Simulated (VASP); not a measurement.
# Si (Fd-3m) in VASP: further runs

Runs on Si. Level: LDA. Tasks: electric field gradients.

All numbers are computed with VASP 6.6.1; they aren't measurements. Logs are shortened: lines on timing, memory, paths and dates and some standing lists are left out, and cuts for length are marked.

## (1) The cell of the first run

The structure is cubic, space group Fd-3m (No. 227). Conventional cell: a = 5.320 Å, b = 5.320 Å, c = 5.320 Å, α = 90.00°, β = 90.00°, γ = 90.00°. Si (site symmetry -43m) has 4 Si at 2.30 Å within 3.0 Å.

## (2) Electric field gradients, LDA (volume scaled by 0.94)

INCAR

```
SYSTEM = Si
  PREC = Accurate
  ENCUT = 520
  EDIFF = 1E-8
  ISMEAR = -1
  SIGMA = 0.08
  LREAL = .FALSE.
  LASPH = .TRUE.
  NELM = 60
  ALGO = Normal
  ISIF = 2
  LWAVE = .FALSE.
  LCHARG = .FALSE.
  LEFG = .TRUE.
  NBANDS = 11
```

KPOINTS

```
regular mesh
0
G
  12 12 12
  0 0 0
```

POSCAR

```
Si
1.0
    0.0000000000      2.6600366906      2.6600366906
    2.6600366906      0.0000000000      2.6600366906
    2.6600366906      2.6600366906      0.0000000000
Si
2
Direct
    0.5000000000      0.5000000000      0.5000000000
    0.7500000000      0.7500000000      0.7500000000
```

Potentials or basis: VASP PAW LDA potentials, release 64 (Si).

On the command line:

```console
$ cat potpaw_LDA.64/Si/POTCAR > POTCAR
$ mpirun -np 1 vasp_std > vasp.out
```

OUTCAR:

```text
SYSTEM = Si
   PREC = Accurate
   ENCUT = 520
   EDIFF = 1E-8
   ISMEAR = -1
   LREAL = .FALSE.
   LASPH = .TRUE.
   NELM = 60
   ISIF = 2

 ion  position               nearest neighbor table
   1  0.500  0.500  0.500-   2 2.30   2 2.30   2 2.30   2 2.30
   2  0.750  0.750  0.750-   1 2.30   1 2.30   1 2.30   1 2.30

  LATTYP: Found a face centered cubic cell.
 ALAT       =     5.3200733812

  Lattice vectors:

 A1 = (   0.0000000000,   2.6600366906,   2.6600366906)
 A2 = (   2.6600366906,   0.0000000000,   2.6600366906)
 A3 = (   2.6600366906,   2.6600366906,   0.0000000000)

Analysis of symmetry for initial positions (statically):
[... 5 lines left out ...]
 face centered cubic supercell.

 Subroutine GETGRP returns: Found 48 space group operations
 (whereof 24 operations were pure point group operations)
 out of a pool of 48 trial point group operations.

The static configuration has the point symmetry T_d .
 The point group associated with its full space group is O_h .

Analysis of symmetry for dynamics (positions and initial velocities):
[... 5 lines left out ...]
 face centered cubic supercell.

 Subroutine GETGRP returns: Found 48 space group operations
 (whereof 24 operations were pure point group operations)
 out of a pool of 48 trial point group operations.

The dynamic configuration has the point symmetry T_d .
 The point group associated with its full space group is O_h .

 Subroutine INISYM returns: Found 48 space group operations
 (whereof 24 operations are pure point group operations),
 and found     1 'primitive' translations

----------------------------------------------------------------------------------------

                                     Primitive cell

  volume of cell :      37.6437

  direct lattice vectors                    reciprocal lattice vectors
     0.000000000  2.660036691  2.660036691    -0.187967332  0.187967332  0.187967332
     2.660036691  0.000000000  2.660036691     0.187967332 -0.187967332  0.187967332
     2.660036691  2.660036691  0.000000000     0.187967332  0.187967332 -0.187967332

  length of vectors
     3.761859964  3.761859964  3.761859964     0.325568969  0.325568969  0.325568969

  position of ions in fractional coordinates (direct lattice)
     0.500000000  0.500000000  0.500000000
     0.750000000  0.750000000  0.750000000

  ion indices of the primitive-cell ions
[... 115 lines left out ...]
  ---------------------------------------------------
  ext. energy  EPLUGINS =         0.00000000
  ---------------------------------------------------
  free energy    TOTEN  =       -11.89335752 eV

  energy without entropy =      -11.89258007  energy(sigma->0) =      -11.89296879

 E-fermi :   6.5882     XC(G=0):  -9.8399

 val. band max:        6.4166609937   @ k =   0.0000   0.0000   0.0000
 cond. band min:       6.7762590403   @ k =   0.4167   0.4167   0.0000
 fundamental gap:      0.3595980466
 Fermi energy:         6.5882106238

 k-point     1 :       0.0000    0.0000    0.0000
  band No.  band energies     occupation
      1      -5.9729      2.00000
      2       6.4167      1.79028
      3       6.4167      1.79028
      4       6.4167      1.79028
      5       8.9656      0.00000
      6       8.9656      0.00000
      7       8.9656      0.00000
      8      10.3473      0.00000
      9      14.1747      0.00000
     10      14.1747      0.00000
     11      14.3633      0.00000
[... 309 lines left out ...]
 k-point    24 :      -0.4167    0.1667    0.0000
  band No.  band energies     occupation
      1      -3.1904      2.00000
      2      -0.6216      2.00000
      3       3.2668      2.00000
      4       4.7400      2.00000
      5       8.5417      0.00000
      6      10.5503      0.00000
      7      10.8001      0.00000
      8      14.5358      0.00000
      9      15.1183      0.00000
     10      15.3035      0.00000
     11      17.7573      0.00000

 [... further k-points ...]
[... 5 lines left out ...]
  --------------------------------------------------------------------------------------
  -------------------------------------------------------------------------------------
  Total        1.1580480      1.1580480      1.1580480      0.0000000      0.0000000     -0.0000000
  in kB       49.2883470     49.2883470     49.2883470      0.0000000      0.0000000     -0.0000000
  external PRESSURE =      49.2883470 kB  Pullay stress =       0.0000000 kB

 VOLUME and BASIS-vectors are now :
 -----------------------------------------------------------------------------
  energy-cutoff  :      520.00
  volume of cell :       37.64
      direct lattice vectors                 reciprocal lattice vectors
     0.000000000  2.660036691  2.660036691    -0.187967332  0.187967332  0.187967332
     2.660036691  0.000000000  2.660036691     0.187967332 -0.187967332  0.187967332
     2.660036691  2.660036691  0.000000000     0.187967332  0.187967332 -0.187967332

 POSITION                                       TOTAL-FORCE (eV/Angst)
 -----------------------------------------------------------------------------------
      2.66004      2.66004      2.66004        -0.000000     -0.000000     -0.000000
      3.99006      3.99006      3.99006         0.000000      0.000000      0.000000
 -----------------------------------------------------------------------------------
    total drift:                                0.000000      0.000000     -0.000000

  FREE ENERGIE OF THE ION-ELECTRON SYSTEM (eV)
  ---------------------------------------------------
  free  energy   TOTEN  =       -11.8933575198 eV

  energy  without entropy=      -11.8925800679  energy(sigma->0) =      -11.89296879

 Electric field gradients (V/A^2)
---------------------------------------------------------------------
 ion       V_xx      V_yy      V_zz      V_xy      V_xz      V_yz
---------------------------------------------------------------------
   1       0.000    -0.000    -0.000    -0.000    -0.000    -0.000
   2       0.000    -0.000    -0.000    -0.000    -0.000    -0.000
---------------------------------------------------------------------

 Electric field gradients after diagonalization (V/A^2)
 (convention: |V_zz| > |V_xx| > |V_yy|)
----------------------------------------------------------------------
 ion       V_xx      V_yy      V_zz     asymmetry (V_yy - V_xx)/ V_zz
----------------------------------------------------------------------
   1       0.000     0.000    -0.000       0.000
   2       0.000     0.000    -0.000       0.000
----------------------------------------------------------------------

           NMR quadrupolar parameters

 Cq : quadrupolar parameter    Cq=e*Q*V_zz/h
 eta: asymmetry parameters     (V_yy - V_xx)/ V_zz
 Q  : nuclear electric quadrupole moment in mb (millibarn)
----------------------------------------------------------------------
 ion       Cq(MHz)       eta       Q (mb)
----------------------------------------------------------------------
   1      -0.000       0.000       1.000
   2      -0.000       0.000       1.000
----------------------------------------------------------------------
```

stdout:

```text
POSCAR found type information on POSCAR Si
 POSCAR found :  1 types and       2 ions
 scaLAPACK will be used
 LDA part: xc-table for (Slater(with rela. corr.)+CA(PZ))
 , standard interpolation
 POSCAR, INCAR and KPOINTS ok, starting setup
 FFT: planning ... GRIDC
 FFT: planning ... GRID_SOFT
 FFT: planning ... GRID
 WAVECAR not read
 entering main loop
ion   1

ion   2
```

Wall time 9.2 s (1 thread of Intel Xeon 6975P-C (Granite Rapids), shared host); peak memory 0.14 GiB.

Results:

```
Free energy            : -11.8934 eV
Pressure               : 4.9 GPa
Band gap on the k mesh : 0.36 eV, indirect (least direct gap 2.55 eV)
```

Levels at points of the mesh, in eV from the valence-band top:
| k point | band 1 | band 2 | band 3 | band 4 | band 5 | band 6 | band 7 | band 8 |
| --- | --- | --- | --- | --- | --- | --- | --- | --- |
| (0.00, 0.00, 0.00) | -12.39 | 0.00 | 0.00 | 0.00 | 2.55 | 2.55 | 2.55 | 3.93 |
| (0.50, 0.00, 0.00) | -9.89 | -7.29 | -1.25 | -1.25 | 1.65 | 3.26 | 3.26 | 7.60 |
| (0.50, 0.50, 0.00) | -8.02 | -8.02 | -3.02 | -3.02 | 0.48 | 0.48 | 10.51 | 10.51 |

Caveat: without QUAD_EFG the Cq values of the log hold for a quadrupole moment of 1 mb, not for the nuclei. A k mesh can miss the band edges.

## (3) Electric field gradients, LDA (volume scaled by 0.94)

INCAR

```
PREC = Accurate
ENCUT = 520
EDIFF = 1E-8
ISMEAR = -1
SIGMA = 0.08
LREAL = F
LASPH = T
NELM = 100
ALGO = Normal
ISIF = 2
LWAVE = F
LCHARG = F
LEFG = T
NBANDS = 11
```

KPOINTS

```
regular mesh
0
Gamma
  12 12 12
```

POSCAR is that of step 2.

Potentials or basis: VASP PAW LDA potentials, release 64 (Si).

On the command line:

```console
$ cat potpaw_LDA.64/Si/POTCAR > POTCAR
$ mpirun -np 1 vasp_std > vasp.out
```

OUTCAR:

```text
PREC = Accurate
   ENCUT = 520
   EDIFF = 1E-8
   ISMEAR = -1
   LREAL = F
   LASPH = T
   NELM = 100
   ISIF = 2

 ion  position               nearest neighbor table
   1  0.500  0.500  0.500-   2 2.30   2 2.30   2 2.30   2 2.30
   2  0.750  0.750  0.750-   1 2.30   1 2.30   1 2.30   1 2.30

  LATTYP: Found a face centered cubic cell.
 ALAT       =     5.3200733812

  Lattice vectors:

 A1 = (   0.0000000000,   2.6600366906,   2.6600366906)
 A2 = (   2.6600366906,   0.0000000000,   2.6600366906)
 A3 = (   2.6600366906,   2.6600366906,   0.0000000000)

Analysis of symmetry for initial positions (statically):
[... 5 lines left out ...]
 face centered cubic supercell.

 Subroutine GETGRP returns: Found 48 space group operations
 (whereof 24 operations were pure point group operations)
 out of a pool of 48 trial point group operations.

The static configuration has the point symmetry T_d .
 The point group associated with its full space group is O_h .

Analysis of symmetry for dynamics (positions and initial velocities):
[... 5 lines left out ...]
 face centered cubic supercell.

 Subroutine GETGRP returns: Found 48 space group operations
 (whereof 24 operations were pure point group operations)
 out of a pool of 48 trial point group operations.

The dynamic configuration has the point symmetry T_d .
 The point group associated with its full space group is O_h .

 Subroutine INISYM returns: Found 48 space group operations
 (whereof 24 operations are pure point group operations),
 and found     1 'primitive' translations

----------------------------------------------------------------------------------------

                                     Primitive cell

  volume of cell :      37.6437

  direct lattice vectors                    reciprocal lattice vectors
     0.000000000  2.660036691  2.660036691    -0.187967332  0.187967332  0.187967332
     2.660036691  0.000000000  2.660036691     0.187967332 -0.187967332  0.187967332
     2.660036691  2.660036691  0.000000000     0.187967332  0.187967332 -0.187967332

  length of vectors
     3.761859964  3.761859964  3.761859964     0.325568969  0.325568969  0.325568969

  position of ions in fractional coordinates (direct lattice)
     0.500000000  0.500000000  0.500000000
     0.750000000  0.750000000  0.750000000

  ion indices of the primitive-cell ions
   primitive index   ion index
                 1           1
                 2           2

----------------------------------------------------------------------------------------

 KPOINTS: regular mesh

Automatic generation of k-mesh.
 Grid dimensions read from file:
 generate k-points for:   12   12   12

 Generating k-lattice:

  Cartesian coordinates                     Fractional coordinates (reciprocal lattice)
    -0.015663944  0.015663944  0.015663944     0.083333333  0.000000000  0.000000000
     0.015663944 -0.015663944  0.015663944     0.000000000  0.083333333  0.000000000
     0.015663944  0.015663944 -0.015663944     0.000000000  0.000000000  0.083333333

  Length of vectors
     0.027130747  0.027130747  0.027130747

  Shift w.r.t. Gamma in fractional coordinates (k-lattice)
     0.000000000  0.000000000  0.000000000

 Subroutine IBZKPT returns following result:
[... 59 lines left out ...]
   PSTRESS=    0.0 pullay stress
   NELECT =       8.0000    total number of electrons
   NUPDOWN=      -1.0000    fix difference up-down
   EMIN   =  10.00;   EMAX   =-10.00  energy-range for DOS
   EFERMI =   0.00;   METHOD = LEGACY
   ISMEAR =    -1;   SIGMA  =   0.08  broadening in eV -4-tet -1-fermi 0-gaus
   EFERMI_NEDOS =   21; number of points for ismear=-14 and -15
   IALGO  =     38    algorithm
   IMIX   =      4    mixing-type and parameters
     AMIX     =   0.40;   BMIX     =  1.00
     AMIX_MAG =   1.60;   BMIX_MAG =  1.00
  volume/ion in A,a.u.               =      18.82       127.02
  Fermi-wavevector in a.u.,A,eV,Ry     =   0.976953  1.846174 12.985918  0.954438
  Thomas-Fermi vector in A             =   2.107613
   LORBIT       =      0    0 simple, 1 ext, 2 COOP (PROOUT), +10 PAW based schemes
   GGA     = CA    functional components
   LHFCALC =     F    Hartree Fock is set to
   AEXX    =    0.0000 exact exchange contribution
   IVDW    =     0    specifies the selected vdW correction
   LEPSILON=     F    determine dielectric tensor
   LRPA    =     F    only Hartree local field effects (RPA)
 non-spin polarized calculation
  energy-cutoff  :      520.00
  volume of cell :       37.64
 maximum number of plane-waves:      1036
   NGX = 13   NGY = 13   NGZ = 13

 number of electron       8.0000000 magnetization

 Free energy of the ion-electron system (eV)
  ---------------------------------------------------
  ext. energy  EPLUGINS =         0.00000000
  ---------------------------------------------------
  free energy    TOTEN  =       -11.89335752 eV

  energy without entropy =      -11.89258007  energy(sigma->0) =      -11.89296879

 E-fermi :   6.5882     XC(G=0):  -9.8399

 val. band max:        6.4166609937   @ k =   0.0000   0.0000   0.0000
 cond. band min:       6.7762590403   @ k =   0.4167   0.4167   0.0000
 fundamental gap:      0.3595980466
 Fermi energy:         6.5882106238

 k-point     1 :       0.0000    0.0000    0.0000
  band No.  band energies     occupation
      1      -5.9729      2.00000
      2       6.4167      1.79028
      3       6.4167      1.79028
      4       6.4167      1.79028
      5       8.9656      0.00000
      6       8.9656      0.00000
      7       8.9656      0.00000
      8      10.3473      0.00000
      9      14.1747      0.00000
     10      14.1747      0.00000
     11      14.3633      0.00000
[... 309 lines left out ...]
 k-point    24 :      -0.4167    0.1667    0.0000
  band No.  band energies     occupation
      1      -3.1904      2.00000
      2      -0.6216      2.00000
      3       3.2668      2.00000
      4       4.7400      2.00000
      5       8.5417      0.00000
      6      10.5503      0.00000
      7      10.8001      0.00000
      8      14.5358      0.00000
      9      15.1183      0.00000
     10      15.3035      0.00000
     11      17.7573      0.00000

 [... further k-points ...]
[... 5 lines left out ...]
  --------------------------------------------------------------------------------------
  -------------------------------------------------------------------------------------
  Total        1.1580480      1.1580480      1.1580480      0.0000000      0.0000000     -0.0000000
  in kB       49.2883470     49.2883470     49.2883470      0.0000000      0.0000000     -0.0000000
  external PRESSURE =      49.2883470 kB  Pullay stress =       0.0000000 kB

 VOLUME and BASIS-vectors are now :
 -----------------------------------------------------------------------------
  energy-cutoff  :      520.00
  volume of cell :       37.64
      direct lattice vectors                 reciprocal lattice vectors
     0.000000000  2.660036691  2.660036691    -0.187967332  0.187967332  0.187967332
     2.660036691  0.000000000  2.660036691     0.187967332 -0.187967332  0.187967332
     2.660036691  2.660036691  0.000000000     0.187967332  0.187967332 -0.187967332

 POSITION                                       TOTAL-FORCE (eV/Angst)
 -----------------------------------------------------------------------------------
      2.66004      2.66004      2.66004        -0.000000     -0.000000     -0.000000
      3.99006      3.99006      3.99006         0.000000      0.000000      0.000000
 -----------------------------------------------------------------------------------
    total drift:                                0.000000      0.000000     -0.000000

  FREE ENERGIE OF THE ION-ELECTRON SYSTEM (eV)
  ---------------------------------------------------
  free  energy   TOTEN  =       -11.8933575198 eV

  energy  without entropy=      -11.8925800679  energy(sigma->0) =      -11.89296879

 Electric field gradients (V/A^2)
---------------------------------------------------------------------
 ion       V_xx      V_yy      V_zz      V_xy      V_xz      V_yz
---------------------------------------------------------------------
   1       0.000    -0.000    -0.000    -0.000    -0.000    -0.000
   2       0.000    -0.000    -0.000    -0.000    -0.000    -0.000
---------------------------------------------------------------------

 Electric field gradients after diagonalization (V/A^2)
 (convention: |V_zz| > |V_xx| > |V_yy|)
----------------------------------------------------------------------
 ion       V_xx      V_yy      V_zz     asymmetry (V_yy - V_xx)/ V_zz
----------------------------------------------------------------------
   1       0.000     0.000    -0.000       0.000
   2       0.000     0.000    -0.000       0.000
----------------------------------------------------------------------

           NMR quadrupolar parameters

 Cq : quadrupolar parameter    Cq=e*Q*V_zz/h
 eta: asymmetry parameters     (V_yy - V_xx)/ V_zz
 Q  : nuclear electric quadrupole moment in mb (millibarn)
----------------------------------------------------------------------
 ion       Cq(MHz)       eta       Q (mb)
----------------------------------------------------------------------
   1      -0.000       0.000       1.000
   2      -0.000       0.000       1.000
----------------------------------------------------------------------
```

stdout:

```text
POSCAR found type information on POSCAR Si
 POSCAR found :  1 types and       2 ions
 scaLAPACK will be used
 LDA part: xc-table for (Slater(with rela. corr.)+CA(PZ))
 , standard interpolation
 POSCAR, INCAR and KPOINTS ok, starting setup
 FFT: planning ... GRIDC
 FFT: planning ... GRID_SOFT
 FFT: planning ... GRID
 WAVECAR not read
 entering main loop
ion   1

ion   2
```

It took 9.3 s on 1 thread of Intel Xeon 6975P-C (Granite Rapids), shared host; peak memory 0.14 GiB.

What came out:

```
Free energy            : -11.8934 eV
Pressure               : 4.9 GPa
Band gap on the k mesh : 0.36 eV, indirect (least direct gap 2.55 eV)
```

Caveat: without QUAD_EFG the Cq values of the log hold for a quadrupole moment of 1 mb, not for the nuclei. A k mesh can miss the band edges.
